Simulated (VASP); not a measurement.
# Tl in VASP: settings compared

Tl is run at these levels: LDA, PBEsol; tasks: relaxation of the atoms.

Program: VASP 6.6.1. These are calculated values, not measurements. Logs are shortened: lines on timing, memory, paths and dates and some standing lists are left out, and cuts for length are marked.

## Step 1: The cell of the first run

The cell holds a slab with vacuum, 6 atoms: a = 3.407 Å, b = 3.407 Å, c = 29.573 Å, α = 90.00°, β = 90.00°, γ = 60.00°.

## Step 2: Relaxation of the atoms, LDA

The input, INCAR:

```
ALGO     = Normal         # electronic algorithm
DIPOL    = 0.5 0.5 0.500
EDIFF    = 1E-6           # SCF threshold, eV
EDIFFG   = -0.01          # ionic threshold
ENCUT    = 520            # plane-wave cutoff, eV
IBRION   = 2              # ionic algorithm
IDIPOL   = 3            
ISIF     = 2              # what is computed and relaxed
ISMEAR   = 1              # smearing method
KPAR     = 4            
LASPH    = T              # aspherical terms in the spheres
LCHARG   = F              # write CHGCAR
LDIPOL   = T            
LREAL    = F              # projectors in reciprocal space
LWAVE    = F              # write WAVECAR
NELM     = 100            # most SCF steps
NSW      = 60             # ionic steps
PREC     = Accurate       # precision mode
SIGMA    = 0.1            # smearing width, eV
```

The input, KPOINTS:

```
k-points
0
Gamma
  11 11 1
```

The input, POSCAR:

```
Tl
1.0
    3.4070116140      0.0000000000      0.0000000000
    1.7035058070      2.9505586090      0.0000000000
    0.0000000000      0.0000000000     29.5727064790
Tl
6
Direct
    0.6666666667      0.6666666667      0.2705197107
    0.0000000000      0.0000000000      0.3623118264
    0.6666666667      0.6666666667      0.4541039421
    0.0000000000      0.0000000000      0.5458960579
    0.6666666667      0.6666666667      0.6376881736
    0.0000000000      0.0000000000      0.7294802893
```

Potentials or basis: VASP PAW LDA potentials, release 64 (Tl_d).

Launch:

```
$ cat potpaw_LDA.64/Tl_d/POTCAR > POTCAR
$ mpirun -np 4 vasp_std > vasp.out
```

OUTCAR:

```text
EDIFF = 1E-6
   EDIFFG = -0.01
   ENCUT = 520
   IBRION = 2
   ISIF = 2
   ISMEAR = 1
   LASPH = T
   LREAL = F
   NELM = 100
   NSW = 60
   PREC = Accurate

 ion  position               nearest neighbor table
   1  0.667  0.667  0.271-   2 3.35   2 3.35   2 3.35
   2  0.000  0.000  0.362-   3 3.35   1 3.35   3 3.35   1 3.35   3 3.35   1 3.35
   3  0.667  0.667  0.454-   2 3.35   2 3.35   2 3.35   4 3.35   4 3.35   4 3.35
   4  0.000  0.000  0.546-   5 3.35   5 3.35   5 3.35   3 3.35   3 3.35   3 3.35
   5  0.667  0.667  0.638-   4 3.35   6 3.35   4 3.35   6 3.35   4 3.35   6 3.35
   6  0.000  0.000  0.729-   5 3.35   5 3.35   5 3.35

  LATTYP: Found a hexagonal cell.
 ALAT       =     3.4070116142
 C/A-ratio  =     8.6799547015

  Lattice vectors:

 A1 = (  -1.7035058070,  -2.9505586090,   0.0000000000)
 A2 = (   3.4070116140,   0.0000000000,   0.0000000000)
 A3 = (   0.0000000000,   0.0000000000,  29.5727064790)

Analysis of symmetry for initial positions (statically):
=====================================================================
 Subroutine PRICEL returns:
 Original cell was already a primitive cell.

 Routine SETGRP: Setting up the symmetry group for a
 hexagonal supercell.

 Subroutine GETGRP returns: Found 12 space group operations
 (whereof  6 operations were pure point group operations)
 out of a pool of 24 trial point group operations.

The static configuration has the point symmetry C_3v.
 The point group associated with its full space group is D_3d.

Analysis of symmetry for dynamics (positions and initial velocities):
=====================================================================
 Subroutine PRICEL returns:
 Original cell was already a primitive cell.

 Routine SETGRP: Setting up the symmetry group for a
 hexagonal supercell.

 Subroutine GETGRP returns: Found 12 space group operations
 (whereof  6 operations were pure point group operations)
 out of a pool of 24 trial point group operations.

The dynamic configuration has the point symmetry C_3v.
 The point group associated with its full space group is D_3d.

 Subroutine INISYM returns: Found 12 space group operations
 (whereof  6 operations are pure point group operations),
 and found     1 'primitive' translations

----------------------------------------------------------------------------------------

                                     Primitive cell

  volume of cell :     297.2822

  direct lattice vectors                    reciprocal lattice vectors
     3.407011614  0.000000000  0.000000000     0.293512354 -0.169459437  0.000000000
     1.703505807  2.950558609  0.000000000     0.000000000  0.338918874  0.000000000
     0.000000000  0.000000000 29.572706479     0.000000000  0.000000000  0.033814964

  length of vectors
     3.407011614  3.407011614 29.572706479     0.338918874  0.338918874  0.033814964

  position of ions in fractional coordinates (direct lattice)
     0.666666667  0.666666667  0.270519711
     0.000000000  0.000000000  0.362311826
     0.666666667  0.666666667  0.454103942
     0.000000000  0.000000000  0.545896058
     0.666666667  0.666666667  0.637688174
     0.000000000  0.000000000  0.729480289

  ion indices of the primitive-cell ions
   primitive index   ion index
                 1           1
                 2           2
                 3           3
                 4           4
                 5           5
                 6           6

----------------------------------------------------------------------------------------

 KPOINTS: k-points

Automatic generation of k-mesh.
 Grid dimensions read from file:
 generate k-points for:   11   11    1

 Generating k-lattice:

  Cartesian coordinates                     Fractional coordinates (reciprocal lattice)
     0.026682941 -0.015405403  0.000000000     0.090909091  0.000000000  0.000000000
     0.000000000  0.030810807  0.000000000     0.000000000  0.090909091  0.000000000
     0.000000000  0.000000000  0.033814964     0.000000000  0.000000000  1.000000000

  Length of vectors
     0.030810807  0.030810807  0.033814964

  Shift w.r.t. Gamma in fractional coordinates (k-lattice)
     0.000000000  0.000000000  0.000000000

 Subroutine IBZKPT returns following result:
 ===========================================

 Found     16 irreducible k-points:

 Following reciprocal coordinates:
            Coordinates               Weight
  0.000000  0.000000  0.000000      1.000000
  0.090909  0.000000  0.000000      6.000000
  0.181818  0.000000  0.000000      6.000000
  0.272727  0.000000  0.000000      6.000000
  0.363636  0.000000  0.000000      6.000000
  0.454545  0.000000  0.000000      6.000000
[... 8 lines left out ...]
 -0.454545  0.272727  0.000000      6.000000
 -0.363636  0.272727  0.000000      6.000000
   k-points           NKPTS =     16   k-points in BZ     NKDIM =     16   number of bands    NBANDS=     46
   number of dos      NEDOS =    301   number of ions     NIONS =      6
   total plane-waves  NPLWV = 175616
   dimension x,y,z NGX =    28 NGY =   28 NGZ =  224
   dimension x,y,z NGXF=    56 NGYF=   56 NGZF=  448
   ions per type =               6
   NGX,Y,Z   is equivalent  to a cutoff of  13.66, 13.66, 12.59 a.u.
   NGXF,Y,Z  is equivalent  to a cutoff of  27.33, 27.33, 25.18 a.u.
 SYSTEM =  unknown system
   PREC   = accura    normal or accurate (medium, high low for compatibility)
   ISTART =      0    job   : 0-new  1-cont  2-samecut
   ICHARG =      2    charge: 1-file 2-atom 10-const
   ISPIN  =      1    spin polarized calculation?
   LNONCOLLINEAR =      F non collinear calculations
   LSORBIT =      F    spin-orbit coupling
   LASPH  =      T    aspherical Exc in radial PAW
   ENCUT  =  520.0 eV  38.22 Ry    6.18 a.u.   6.33  6.33 54.99*2*pi/ulx,y,z
   NELM   =    100;   NELMIN=  2; NELMDL= -5     # of ELM steps
   EDIFF  = 0.1E-05   stopping-criterion for ELM
   LREAL  =      F    real-space projection
   EDIFFG = -.1E-01   stopping-criterion for IOM
   NSW    =     60    number of steps for IOM
   IBRION =      2    ionic relax: 0-MD 1-quasi-New 2-CG
   NFREE  =      1    steps in history (QN), initial steepest desc. (CG)
   ISIF   =      2    stress and relaxation
   ISYM   =      2    0-nonsym 1-usesym 2-fastsym
   POTIM  = 0.5000    time-step for ionic-motion
   TEBEG  =    0.0;   TEEND  =   0.0 temperature during run
   PSTRESS=    0.0 pullay stress
   NELECT =      78.0000    total number of electrons
   NUPDOWN=      -1.0000    fix difference up-down
   EMIN   =  10.00;   EMAX   =-10.00  energy-range for DOS
   EFERMI =   0.00;   METHOD = LEGACY
   ISMEAR =     1;   SIGMA  =   0.10  broadening in eV -4-tet -1-fermi 0-gaus
   EFERMI_NEDOS =   21; number of points for ismear=-14 and -15
   IALGO  =     38    algorithm
   IMIX   =      4    mixing-type and parameters
     AMIX     =   0.40;   BMIX     =  1.00
     AMIX_MAG =   1.60;   BMIX_MAG =  1.00
  volume/ion in A,a.u.               =      49.55       334.36
  Fermi-wavevector in a.u.,A,eV,Ry     =   1.048053  1.980534 14.944854  1.098416
  Thomas-Fermi vector in A             =   2.182959
   LORBIT       =      0    0 simple, 1 ext, 2 COOP (PROOUT), +10 PAW based schemes
   GGA     = CA    functional components
   LHFCALC =     F    Hartree Fock is set to
   AEXX    =    0.0000 exact exchange contribution
   IVDW    =     0    specifies the selected vdW correction
   LEPSILON=     F    determine dielectric tensor
   LRPA    =     F    only Hartree local field effects (RPA)
 conjugate gradient relaxation of ions
 non-spin polarized calculation
 Methfessel and Paxton  Order N= 1 SIGMA  =   0.10
  energy-cutoff  :      520.00
  volume of cell :      297.28
 maximum number of plane-waves:      8053
 NGX is ok and might be reduce to    28
   NGX = 13   NGY = 13   NGZ =109

--------------------------------------- Ionic step        1  -------------------------------------------

 number of electron      77.9999995 magnetization

 Free energy of the ion-electron system (eV)
  ---------------------------------------------------
  ext. energy  EPLUGINS =         0.00000000
  ---------------------------------------------------
  free energy    TOTEN  =       -17.05738238 eV

  energy without entropy =      -17.05624124  energy(sigma->0) =      -17.05700200

------------------------ aborting loop because EDIFF is reached ----------------------------------------

  FORCE on cell =-STRESS in cart. coord.  units (eV):
  Direction    XX          YY          ZZ          XY          YZ          ZX
  --------------------------------------------------------------------------------------
  -------------------------------------------------------------------------------------
  Total       -0.8985675     -0.8985675     -0.9047868      0.0000000     -0.0000000      0.0000000
  in kB       -4.8427535     -4.8427535     -4.8762718      0.0000000     -0.0000000      0.0000000
  external PRESSURE =      -4.8539263 kB  Pullay stress =       0.0000000 kB
[... 101 lines left out ...]
  FREE ENERGIE OF THE ION-ELECTRON SYSTEM (eV)
  ---------------------------------------------------
  free  energy   TOTEN  =       -17.0585025770 eV

  energy  without entropy=      -17.0576966647  energy(sigma->0) =      -17.05823394

[... ionic steps 4 to 11 ...]

--------------------------------------- Ionic step       12  -------------------------------------------

 number of electron      77.9999995 magnetization

------------------------ aborting loop because EDIFF is reached ----------------------------------------
[... 75 lines left out ...]
--------------------------------------- Ionic step       14  -------------------------------------------

 number of electron      77.9999995 magnetization

 dipolmoment           0.000000      0.000000     -0.000000 electrons x Angstroem

 Free energy of the ion-electron system (eV)
  ---------------------------------------------------
  ext. energy  EPLUGINS =         0.00000000
  ---------------------------------------------------
  free energy    TOTEN  =       -17.06285918 eV

  energy without entropy =      -17.06475162  energy(sigma->0) =      -17.06349000

 E-fermi :   1.9647     XC(G=0):  -6.3997

 val. band max:        1.9618360100   @ k =  -0.4545   0.2727   0.0000
 cond. band min:       2.0705777311   @ k =   0.2727   0.0909   0.0000
 fundamental gap:      0.1087417211
 Fermi energy:         1.9647410603

 k-point     1 :       0.0000    0.0000    0.0000
  band No.  band energies     occupation
      1      -9.8847      2.00000
      2      -9.8497      2.00000
      3      -9.7660      2.00000
      4      -9.6949      2.00000
      5      -9.6351      2.00000
      6      -9.6315      2.00000
[... 773 lines left out ...]
     45       3.1322     -0.00000
     46       3.3149     -0.00000

------------------------ aborting loop because EDIFF is reached ----------------------------------------

 vacuum level on the upper side and lower side of the slab       (xc-potential included)        -0.024        -0.024

  FORCE on cell =-STRESS in cart. coord.  units (eV):
  Direction    XX          YY          ZZ          XY          YZ          ZX
  --------------------------------------------------------------------------------------
  -------------------------------------------------------------------------------------
  Total       -0.5945999     -0.5945999     -0.0860780      0.0000000     -0.0000000      0.0000000
  in kB       -3.2045456     -3.2045456     -0.4639103      0.0000000     -0.0000000      0.0000000
  external PRESSURE =      -2.2910005 kB  Pullay stress =       0.0000000 kB
[... 21 lines left out ...]
  FREE ENERGIE OF THE ION-ELECTRON SYSTEM (eV)
  ---------------------------------------------------
  free  energy   TOTEN  =       -17.0628591850 eV

  energy  without entropy=      -17.0647516173  energy(sigma->0) =      -17.06349000

 reached required accuracy - stopping structural energy minimisation

 vacuum level on the upper side and lower side of the slab         5.927         5.927
```

Run time: 8.9 min. Hardware: 4 MPI ranks of Intel Xeon Platinum 8275CL at 3.00GHz (Skylake/Cascade Lake), shared host; peak memory 0.43 GiB.

What came out:

| Item | Value |
| --- | --- |
| Free energy | -17.0629 eV |
| Energy gained by relaxing | 0.9 meV/atom |
| Ionic steps | 14 |
| Largest force after relaxing | 0.006 eV/Å |
| Band gap on the k mesh | zero (bands 39 and 40 overlap by 2.89 eV) |

Forces in eV/Å, atoms in the order of the input:
```
Tl   0.000  0.000 -0.004
Tl   0.000  0.000  0.006
Tl   0.000  0.000 -0.003
Tl   0.000  0.000  0.003
Tl   0.000  0.000 -0.006
Tl   0.000  0.000  0.004
```

The path:
```tsv
step	energy change (eV)	largest force (eV/Å)	pressure (GPa)
1	0.0000	0.0494	-0.49
2	-0.0003	0.0469	-0.48
3	-0.0011	0.0424	-0.46
4	-0.0022	0.0346	-0.42
5	-0.0022	0.0962	-0.33
6	-0.0026	0.0632	-0.37
7	-0.0031	0.0552	-0.36
8	-0.0038	0.0424	-0.33
9	-0.0044	0.0376	-0.28
10	-0.0044	0.0433	-0.27
11	-0.0049	0.0298	-0.25
12	-0.0052	0.0245	-0.25
13	-0.0054	0.0103	-0.23
14	-0.0055	0.0058	-0.23
```

Final structure:
```xyz
6
Lattice="3.4070 0.0000 0.0000 1.7035 2.9506 0.0000 0.0000 0.0000 29.5727" Properties=species:S:1:pos:R:3 pbc="T T T"
Tl    3.4070    1.9670    8.0833
Tl    0.0000    0.0000   10.7657
Tl    3.4070    1.9670   13.4426
Tl    0.0000    0.0000   16.1301
Tl    3.4070    1.9670   18.8070
Tl    0.0000    0.0000   21.4894
```

Caveat: spin-orbit coupling is left out, which moves the levels of the heavy elements.

## Step 3: Relaxation of the atoms, PBEsol

This run uses another cell than the first one.

The input, INCAR:

```
SYSTEM = Tl
  PREC = Accurate
  ENCUT = 520
  EDIFF = 1E-7
  ISMEAR = 1
  SIGMA = 0.1
  LREAL = .False.
  LASPH = .True.
  NELM = 60
  ALGO = Normal
  ISIF = 2
  LWAVE = .False.
  LCHARG = .False.
  LDIPOL = .True.
  IDIPOL = 3
  DIPOL = 0.5 0.5 0.500
  GGA = PS
  IBRION = 2
  NSW = 60
  EDIFFG = -0.01
  KPAR = 4
```

The input, KPOINTS:

```
Automatic mesh
0
Gamma
  11 11 1
  0 0 0
```

The input, POSCAR:

```
Tl
1.0
    3.4617901980      0.0000000000      0.0000000000
    1.7308950990      2.9979982540      0.0000000000
    0.0000000000      0.0000000000     29.7797228180
Tl
6
Direct
    0.6666666667      0.6666666667      0.2686391693
    0.0000000000      0.0000000000      0.3611835016
    0.6666666667      0.6666666667      0.4537278339
    0.0000000000      0.0000000000      0.5462721661
    0.6666666667      0.6666666667      0.6388164984
    0.0000000000      0.0000000000      0.7313608307
```

Potentials or basis: VASP PAW PBE potentials, release 64 (Tl_d).

Launch:

```
$ cat potpaw_PBE.64/Tl_d/POTCAR > POTCAR
$ mpirun -np 4 vasp_std > vasp.out
```

Wall time 13 min (4 MPI ranks of Intel Xeon Platinum 8275CL at 3.00GHz (Skylake/Cascade Lake), shared host); peak memory 0.55 GiB.

Results (log left out):

```
Free energy               : -15.3170 eV
Energy gained by relaxing : 1.1 meV/atom
Ionic steps               : 13
Band gap on the k mesh    : zero (bands 39 and 40 overlap by 2.79 eV)
```

Step by step:
```
step  energy change (eV)  largest force (eV/Å)  pressure (GPa)
   1              0.0000                0.0484           -0.47
   2             -0.0003                0.0469           -0.47
   3             -0.0012                0.0442           -0.45
   4             -0.0025                0.0379           -0.41
   5             -0.0036                0.0751           -0.34
   6             -0.0042                0.0676           -0.33
   7             -0.0053                0.0452           -0.29
   8             -0.0056                0.0498           -0.21
   9             -0.0058                0.0337           -0.24
  10             -0.0062                0.0247           -0.24
  11             -0.0065                0.0119           -0.24
  12             -0.0064                0.0147           -0.23
  13             -0.0066                0.0019           -0.23
```

Final structure:
```
CELL_PARAMETERS angstrom
3.46179 0.00000 0.00000
1.73090 2.99800 0.00000
0.00000 0.00000 29.77972
ATOMIC_POSITIONS crystal
Tl 0.66667 0.66667 0.27174
Tl 0.00000 0.00000 0.36332
Tl 0.66667 0.66667 0.45437
Tl 0.00000 0.00000 0.54563
Tl 0.66667 0.66667 0.63668
Tl 0.00000 0.00000 0.72826
```

Levels at points of the mesh, in eV from the Fermi level:
| k point | band 35 | band 36 | band 37 | band 38 | band 39 | band 40 | band 41 | band 42 |
| --- | --- | --- | --- | --- | --- | --- | --- | --- |
| (0.00, 0.00, 0.00) | -6.80 | -5.56 | -2.32 | -0.85 | 1.01 | 2.73 | 3.43 | 4.25 |

Caveat: the PAW data sets were made with another functional, which shifts forces and pressure a little; spin-orbit coupling is left out, which moves the levels of the heavy elements.

The gap in the log of VASP goes by the Fermi energy; the results here count the filled bands.